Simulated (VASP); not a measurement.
## Li: single point with PBEsol

Crystal: Li.

```
Li
1.0
     3.76701    0.00000    0.00000
    -1.88351    3.26233    0.00000
     0.00000    0.00000    6.25001
Li
2
Direct
  0.33333 0.66667 0.25000
  0.66667 0.33333 0.75000
```

This cell differs from its parent crystal: Rb replaced by Li, lengths x 0.749, strained.

```yaml
Program: VASP 6.6.1
Task: single point
Functional: PBEsol
Potentials_or_basis: VASP PAW PBE potentials, release 64 (Li_sv)
Cutoff: 520 eV
k_mesh: 15 × 15 × 8
Occupations: gaussian, width 0.1 eV
Spin: no spin polarisation
Dipole_correction: no
Further_INCAR_settings: ALGO = Normal; EDIFF = 1e-06; NBANDS = 10
```

```json
{"Band gap on the k mesh": "zero (band 3 reaches 0.86 eV, above the bottom of band 4 at -2.59 eV)"}
```

Levels at points of the mesh, in eV from the Fermi level:
```
           k point  band 1  band 2  band 3  band 4  band 5  band 6
(0.00, 0.00, 0.00)  -47.11  -47.11   -2.69    0.13    1.27    8.08
(0.00, 0.00, 0.50)  -47.11  -47.11   -1.87   -1.87    4.92    4.92
```

It took 27 s on 1 thread of Intel(R) Xeon(R) 6975P-C (Granite Rapids), on a shared host, peak memory 0.22 GiB.

Caveat: the cell differs from its parent crystal (Rb replaced by Li, lengths x 0.749, strained).
